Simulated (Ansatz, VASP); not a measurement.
**Two plane-wave programs on Si2As2O**

```xyz
10
Lattice="4.3152 0.0000 0.0000 0.0000 4.3152 0.0000 0.0000 0.0000 10.3752" Properties=species:S:1:pos:R:3 pbc="T T T"
Si    0.0000    0.0000    0.0000
Si    2.1576    2.1576    0.0000
Si    0.0000    2.1576    6.3440
Si    2.1576    0.0000    4.0312
As    0.0000    0.0000    5.1876
As    2.1576    2.1576    5.1876
As    0.0000    2.1576    8.8163
As    2.1576    0.0000    1.5589
O     0.0000    2.1576    0.7907
O     2.1576    0.0000    9.5844
```

Change from the starting cell: species swapped into the SrBi2Pd2 type (P4/nmm, No. 129).

Alike in both runs: functional PBE; k mesh 10 × 10 × 4; occupations gaussian, width 0.1 eV; no spin polarisation.

Ansatz relaxed the structure, and its values are those at the end. VASP's run is a single point on that final structure, the one shown.

|  | VASP | Ansatz |
| --- | --- | --- |
| version | VASP 6.6.1 | Ansatz 0.2.0 |
| potentials or method | VASP PAW PBE potentials, release 64 (Si, As, O), cutoff 520 eV | scalar-relativistic, plane waves, PAW |
| valence electrons in the cell | 48 | 88 |

VASP gave:

```
gap on the k mesh at the Fermi level (eV) : none
pressure (GPa)                            : 0.2
```

Task: Which values does Ansatz return?

Result: gap on the k mesh at the Fermi level (eV): none; pressure (GPa): 0.0.

A gap of «none» marks a metal or a gap that the smearing closes. VASP's potentials hold 48 valence electrons a cell and Ansatz's 88, so a difference there can come from the potentials and not from the codes.
